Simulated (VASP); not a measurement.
# BiAu (zincblende type) (F-43m) in VASP: single point with LDA

Aim: the single point of BiAu (zincblende type) with LDA.

Program: VASP 6.6.1. These are calculated values, not measurements. Logs are shortened: lines on timing, memory, paths and dates and some standing lists are left out, and cuts for length are marked.

## (1) The cell of the first run

It takes space group F-43m (No. 216, cubic). Conventional cell: a = 6.457 Å, b = 6.457 Å, c = 6.457 Å, α = 90.00°, β = 90.00°, γ = 90.00°. Au (site symmetry -43m) has 4 Bi at 2.80 Å within 3.7 Å. Bi (site symmetry -43m) has 4 Au at 2.80 Å within 3.7 Å.

## (2) Single point, LDA

File INCAR:

```
PREC = Accurate
ENCUT = 520
EDIFF = 1E-7
ISMEAR = -1
SIGMA = 0.05
LREAL = F
LASPH = T
NELM = 100
ALGO = Normal
ISIF = 2
LWAVE = F
LCHARG = F
GGA = CA
NBANDS = 20
```

File KPOINTS:

```
regular mesh
0
Gamma
  11 11 11
```

File POSCAR:

```
BiAu
1.0
    0.0000000000      3.2283726352      3.2283726352
    3.2283726352      0.0000000000      3.2283726352
    3.2283726352      3.2283726352      0.0000000000
Au Bi
1 1
Direct
    0.0000000000      0.0000000000      0.0000000000
    0.2500000000      0.2500000000      0.2500000000
```

Potentials or basis: VASP PAW LDA potentials, release 64 (Au, Bi_d).

On the command line:

```console
> cat potpaw_LDA.64/Au/POTCAR potpaw_LDA.64/Bi_d/POTCAR > POTCAR
> mpirun -np 1 vasp_std > vasp.out
```

OUTCAR:

```text
PREC = Accurate
   ENCUT = 520
   EDIFF = 1E-7
   ISMEAR = -1
   LREAL = F
   LASPH = T
   NELM = 100
   ISIF = 2
   GGA = CA

 ion  position               nearest neighbor table
   1  0.000  0.000  0.000-   2 2.80   2 2.80   2 2.80   2 2.80
   2  0.250  0.250  0.250-   1 2.80   1 2.80   1 2.80   1 2.80

  LATTYP: Found a face centered cubic cell.
 ALAT       =     6.4567452704

  Lattice vectors:

 A1 = (   0.0000000000,   3.2283726352,   3.2283726352)
 A2 = (   3.2283726352,   0.0000000000,   3.2283726352)
 A3 = (   3.2283726352,   3.2283726352,   0.0000000000)

Analysis of symmetry for initial positions (statically):
=====================================================================
 Subroutine PRICEL returns:
 Original cell was already a primitive cell.

 Routine SETGRP: Setting up the symmetry group for a
 face centered cubic supercell.

 Subroutine GETGRP returns: Found 24 space group operations
 (whereof 24 operations were pure point group operations)
 out of a pool of 48 trial point group operations.

The static configuration has the point symmetry T_d .

Analysis of symmetry for dynamics (positions and initial velocities):
=====================================================================
 Subroutine PRICEL returns:
 Original cell was already a primitive cell.

 Routine SETGRP: Setting up the symmetry group for a
 face centered cubic supercell.

 Subroutine GETGRP returns: Found 24 space group operations
 (whereof 24 operations were pure point group operations)
 out of a pool of 48 trial point group operations.

The dynamic configuration has the point symmetry T_d .

 Subroutine INISYM returns: Found 24 space group operations
 (whereof 24 operations are pure point group operations),
 and found     1 'primitive' translations

----------------------------------------------------------------------------------------

                                     Primitive cell

  volume of cell :      67.2947

  direct lattice vectors                    reciprocal lattice vectors
     0.000000000  3.228372635  3.228372635    -0.154876793  0.154876793  0.154876793
     3.228372635  0.000000000  3.228372635     0.154876793 -0.154876793  0.154876793
     3.228372635  3.228372635  0.000000000     0.154876793  0.154876793 -0.154876793

  length of vectors
     4.565608365  4.565608365  4.565608365     0.268254474  0.268254474  0.268254474

  position of ions in fractional coordinates (direct lattice)
     0.000000000  0.000000000  0.000000000
     0.250000000  0.250000000  0.250000000

  ion indices of the primitive-cell ions
   primitive index   ion index
                 1           1
                 2           2

----------------------------------------------------------------------------------------

 KPOINTS: regular mesh

Automatic generation of k-mesh.
 Grid dimensions read from file:
 generate k-points for:   11   11   11

 Generating k-lattice:

  Cartesian coordinates                     Fractional coordinates (reciprocal lattice)
    -0.014079708  0.014079708  0.014079708     0.090909091  0.000000000  0.000000000
     0.014079708 -0.014079708  0.014079708     0.000000000  0.090909091  0.000000000
     0.014079708  0.014079708 -0.014079708     0.000000000  0.000000000  0.090909091

  Length of vectors
     0.024386770  0.024386770  0.024386770

  Shift w.r.t. Gamma in fractional coordinates (k-lattice)
     0.000000000  0.000000000  0.000000000

 Subroutine IBZKPT returns following result:
 ===========================================

 Found     56 irreducible k-points:

 Following reciprocal coordinates:
            Coordinates               Weight
  0.000000  0.000000  0.000000      1.000000
  0.090909  0.000000  0.000000      8.000000
  0.181818  0.000000  0.000000      8.000000
  0.272727  0.000000  0.000000      8.000000
  0.363636  0.000000  0.000000      8.000000
  0.454545  0.000000  0.000000      8.000000
[... 16 lines left out ...]
 -0.272727  0.181818  0.000000     24.000000
 -0.181818  0.181818  0.000000     12.000000
 [... further k-points ...]
   k-points           NKPTS =     56   k-points in BZ     NKDIM =     56   number of bands    NBANDS=     20
   number of dos      NEDOS =    301   number of ions     NIONS =      2
   total plane-waves  NPLWV =  46656
   dimension x,y,z NGX =    36 NGY =   36 NGZ =   36
   dimension x,y,z NGXF=    72 NGYF=   72 NGZF=   72
   ions per type =               1   1
   NGX,Y,Z   is equivalent  to a cutoff of  13.11, 13.11, 13.11 a.u.
   NGXF,Y,Z  is equivalent  to a cutoff of  26.22, 26.22, 26.22 a.u.
 SYSTEM =  unknown system
   PREC   = accura    normal or accurate (medium, high low for compatibility)
   ISTART =      0    job   : 0-new  1-cont  2-samecut
   ICHARG =      2    charge: 1-file 2-atom 10-const
   ISPIN  =      1    spin polarized calculation?
   LNONCOLLINEAR =      F non collinear calculations
   LSORBIT =      F    spin-orbit coupling
   LASPH  =      T    aspherical Exc in radial PAW
   ENCUT  =  520.0 eV  38.22 Ry    6.18 a.u.   8.49  8.49  8.49*2*pi/ulx,y,z
   NELM   =    100;   NELMIN=  2; NELMDL= -5     # of ELM steps
   EDIFF  = 0.1E-06   stopping-criterion for ELM
   LREAL  =      F    real-space projection
   EDIFFG = 0.1E-05   stopping-criterion for IOM
   NSW    =      0    number of steps for IOM
   IBRION =     -1    ionic relax: 0-MD 1-quasi-New 2-CG
   NFREE  =      0    steps in history (QN), initial steepest desc. (CG)
   ISIF   =      2    stress and relaxation
   ISYM   =      2    0-nonsym 1-usesym 2-fastsym
   POTIM  = 0.5000    time-step for ionic-motion
   TEBEG  =    0.0;   TEEND  =   0.0 temperature during run
   PSTRESS=    0.0 pullay stress
   NELECT =      26.0000    total number of electrons
   NUPDOWN=      -1.0000    fix difference up-down
   EMIN   =  10.00;   EMAX   =-10.00  energy-range for DOS
   EFERMI =   0.00;   METHOD = LEGACY
   ISMEAR =    -1;   SIGMA  =   0.05  broadening in eV -4-tet -1-fermi 0-gaus
   EFERMI_NEDOS =   21; number of points for ismear=-14 and -15
   IALGO  =     38    algorithm
   IMIX   =      4    mixing-type and parameters
     AMIX     =   0.40;   BMIX     =  1.00
     AMIX_MAG =   1.60;   BMIX_MAG =  1.00
  volume/ion in A,a.u.               =      33.65       227.06
  Fermi-wavevector in a.u.,A,eV,Ry     =   1.192355  2.253224 19.343549  1.421711
  Thomas-Fermi vector in A             =   2.328395
   LORBIT       =      0    0 simple, 1 ext, 2 COOP (PROOUT), +10 PAW based schemes
   GGA     = CA    functional components
   LHFCALC =     F    Hartree Fock is set to
   AEXX    =    0.0000 exact exchange contribution
   IVDW    =     0    specifies the selected vdW correction
   LEPSILON=     F    determine dielectric tensor
   LRPA    =     F    only Hartree local field effects (RPA)
 non-spin polarized calculation
  energy-cutoff  :      520.00
  volume of cell :       67.29
 maximum number of plane-waves:      1838
 NGX is ok and might be reduce to    36
   NGX = 17   NGY = 17   NGZ = 17

 number of electron      26.0000003 magnetization

 Free energy of the ion-electron system (eV)
  ---------------------------------------------------
  ext. energy  EPLUGINS =         0.00000000
  ---------------------------------------------------
  free energy    TOTEN  =        -8.29315423 eV

  energy without entropy =       -8.28217824  energy(sigma->0) =       -8.28766623

 E-fermi :   4.1946     XC(G=0):  -9.4753

 val. band max:        4.1900503353   @ k =  -0.1818   0.1818   0.0000
 cond. band min:       4.2271756018   @ k =  -0.4545   0.2727   0.0000
 fundamental gap:      0.0371252664
 Fermi energy:         4.1946001675

 k-point     1 :       0.0000    0.0000    0.0000
  band No.  band energies     occupation
      1     -18.4127      2.00000
      2     -18.4127      2.00000
      3     -18.4127      2.00000
      4     -18.3791      2.00000
      5     -18.3791      2.00000
      6      -7.3661      2.00000
[... 12 lines left out ...]
     19      10.8725      0.00000
     20      14.1060      0.00000

 k-point     2 :       0.0909    0.0000    0.0000
  band No.  band energies     occupation
      1     -18.4130      2.00000
      2     -18.4125      2.00000
      3     -18.4125      2.00000
      4     -18.3789      2.00000
      5     -18.3789      2.00000
      6      -7.3187      2.00000
[... 12 lines left out ...]
     19      11.6847      0.00000
     20      13.8447      0.00000

 k-point     3 :       0.1818    0.0000    0.0000
  band No.  band energies     occupation
      1     -18.4138      2.00000
      2     -18.4118      2.00000
      3     -18.4118      2.00000
      4     -18.3785      2.00000
      5     -18.3785      2.00000
      6      -7.1870      2.00000
[... 12 lines left out ...]
     19      12.3128      0.00000
     20      13.6849      0.00000

 k-point     4 :       0.2727    0.0000    0.0000
  band No.  band energies     occupation
      1     -18.4149      2.00000
      2     -18.4110      2.00000
      3     -18.4110      2.00000
      4     -18.3779      2.00000
      5     -18.3779      2.00000
      6      -7.0029      2.00000
[... 12 lines left out ...]
     19      12.0010      0.00000
     20      13.8574      0.00000

 k-point     5 :       0.3636    0.0000    0.0000
  band No.  band energies     occupation
      1     -18.4159      2.00000
      2     -18.4103      2.00000
      3     -18.4103      2.00000
      4     -18.3773      2.00000
      5     -18.3773      2.00000
      6      -6.8201      2.00000
[... 12 lines left out ...]
     19      12.3057      0.00000
     20      14.4446      0.00000
[... 353 lines left out ...]
      6      -6.6022      2.00000
[... 12 lines left out ...]
     19      13.7472      0.00000
     20      14.4426      0.00000

 k-point    22 :      -0.3636    0.1818    0.0000
  band No.  band energies     occupation
      1     -18.4152      2.00000
      2     -18.4113      2.00000
      3     -18.4093      2.00000
      4     -18.3771      2.00000
      5     -18.3765      2.00000
      6      -6.6417      2.00000
[... 12 lines left out ...]
     19      13.6846      0.00000
     20      14.2247      0.00000

 k-point    23 :      -0.2727    0.1818    0.0000
  band No.  band energies     occupation
      1     -18.4149      2.00000
      2     -18.4111      2.00000
      3     -18.4101      2.00000
      4     -18.3774      2.00000
      5     -18.3769      2.00000
      6      -6.7712      2.00000
[... 12 lines left out ...]
     19      13.4520      0.00000
     20      14.0745      0.00000

 k-point    24 :      -0.1818    0.1818    0.0000
  band No.  band energies     occupation
      1     -18.4148      2.00000
      2     -18.4110      2.00000
      3     -18.4109      2.00000
      4     -18.3782      2.00000
      5     -18.3771      2.00000
      6      -6.9404      2.00000
[... 12 lines left out ...]
     19      13.1208      0.00000
     20      14.0549      0.00000

 [... further k-points ...]
[... 5 lines left out ...]
  --------------------------------------------------------------------------------------
  -------------------------------------------------------------------------------------
  Total       -1.8400805     -1.8400805     -1.8400805     -0.0000000      0.0000000      0.0000000
  in kB      -43.8093132    -43.8093132    -43.8093132     -0.0000000      0.0000000      0.0000000
  external PRESSURE =     -43.8093132 kB  Pullay stress =       0.0000000 kB

 VOLUME and BASIS-vectors are now :
 -----------------------------------------------------------------------------
  energy-cutoff  :      520.00
  volume of cell :       67.29
      direct lattice vectors                 reciprocal lattice vectors
     0.000000000  3.228372635  3.228372635    -0.154876793  0.154876793  0.154876793
     3.228372635  0.000000000  3.228372635     0.154876793 -0.154876793  0.154876793
     3.228372635  3.228372635  0.000000000     0.154876793  0.154876793 -0.154876793

 POSITION                                       TOTAL-FORCE (eV/Angst)
 -----------------------------------------------------------------------------------
      0.00000      0.00000      0.00000         0.000000      0.000000      0.000000
      1.61419      1.61419      1.61419        -0.000000     -0.000000     -0.000000
 -----------------------------------------------------------------------------------
    total drift:                                0.000000      0.000000      0.000000

  FREE ENERGIE OF THE ION-ELECTRON SYSTEM (eV)
  ---------------------------------------------------
  free  energy   TOTEN  =        -8.2931542259 eV

  energy  without entropy=       -8.2821782379  energy(sigma->0) =       -8.28766623
```

Run time: 23 s. Hardware: 1 thread of Intel Xeon 6975P-C (Granite Rapids), shared host; peak memory 0.21 GiB.

Results:

```yaml
Free_energy: -8.2932 eV
Pressure: -4.4 GPa
Band_gap_on_the_k_mesh: zero (band 13 reaches 6.72 eV, above the bottom of band 14 at 3.40 eV)
```

Levels at points of the mesh, in eV from the Fermi level:
```
           k point  band 10  band 11  band 12  band 13  band 14  band 15  band 16  band 17
(0.00, 0.00, 0.00)    -3.90    -3.90     0.60     2.53     2.53     2.53     5.54     5.54
```

Caveat: spin-orbit coupling is left out, which moves the levels of the heavy elements.
